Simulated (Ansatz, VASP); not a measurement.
# SiW6 in VASP and in Ansatz

The input INCAR:

```
SYSTEM = SiW6
PREC = Accurate
ENCUT = 520
EDIFF = 1E-7
ISMEAR = 0
SIGMA = 0.1
LREAL = .False.
LASPH = .True.
NELM = 80
ALGO = Normal
ISIF = 2
LWAVE = .False.
LCHARG = .False.
LDIPOL = .True.
IDIPOL = 3
DIPOL = 0.5 0.5 0.322
GGA = PE
IVDW = 12
NBANDS = 53
```

Contents of KPOINTS:

```
Automatic mesh
0
Gamma
  6 6 1
  0 0 0
```

The input POSCAR:

```
SiW6
1.0
    4.4682526324      0.0000000000      0.0000000000
   -2.2341263162      3.8696202902      0.0000000000
    0.0000000000      0.0000000000     21.7259061349
W Si
6 1
Direct
    0.6666666667      0.3333333333      0.1841119986
    0.3333333333      0.6666666667      0.2260931360
    0.0000000000      0.0000000000      0.2680742733
    0.6666666667      0.3333333333      0.3070897866
    0.3333333333      0.6666666667      0.3466976876
    0.0000000000      0.0000000000      0.3832248047
    0.8888888889      0.2222222222      0.5397200035
```

Input for Ansatz:

```yaml
crystal:
  lattice:
    - [4.4682526324, 0.0, 0.0]
    - [-2.2341263162, 3.8696202902, 0.0]
    - [0.0, 0.0, 21.7259061349]
  atoms:
    - { symbol: W, position: [0.6666666667, 0.3333333333, 0.1841119986] }
    - { symbol: W, position: [0.3333333333, 0.6666666667, 0.226093136] }
    - { symbol: W, position: [0.0, 0.0, 0.2680742733] }
    - { symbol: W, position: [0.6666666667, 0.3333333333, 0.3070897866] }
    - { symbol: W, position: [0.3333333333, 0.6666666667, 0.3466976876] }
    - { symbol: W, position: [0.0, 0.0, 0.3832248047] }
    - { symbol: Si, position: [0.8888888889, 0.2222222222, 0.5397200035] }
basis:
  ecutwfc: 420
kpoints:
  mp_grid: { grid: [6, 6, 1] }
hamiltonian:
  xc: pbe
  pseudopotentials: { kind: paw, azcp: { folder: soft_1 } }
  dispersion: d3bj
scf:
  occupations: { method: gaussian, width: 0.1 }
output:
  forces: true
  eigenvalues: true
  write_density: true
  write_potential: true
  elf: true
  volumetric_format: npy
efield:
  axis: 3
  dipole_correction: true
  ramp_width: 0.04
```

Alike in both runs: task single point; functional PBE; dispersion D3(BJ); k mesh 6 × 6 × 1; occupations gaussian, width 0.1 eV; no spin polarisation.

```csv
,VASP,Ansatz
version,VASP 6.6.1,Ansatz 0.2.0
potentials or method,"VASP PAW PBE potentials, release 64 (W_sv, Si), cutoff 520 eV","scalar-relativistic, plane waves, PAW"
valence electrons in the cell,88,88
```

```csv
,VASP,Ansatz,Ansatz less VASP
gap on the k mesh at the Fermi level (eV),none,none,-
rms of the force components (eV/Å),1.305,1.293,-0.0113
```

Atom by atom the forces differ by 0.021 eV/Å (rms over components). A gap of «none» marks a metal or a gap that the smearing closes. Ansatz's warnings: dispersion switch in reach, vacuum below fermi, xc potential rough in thin density.

Spin-orbit coupling is off throughout.
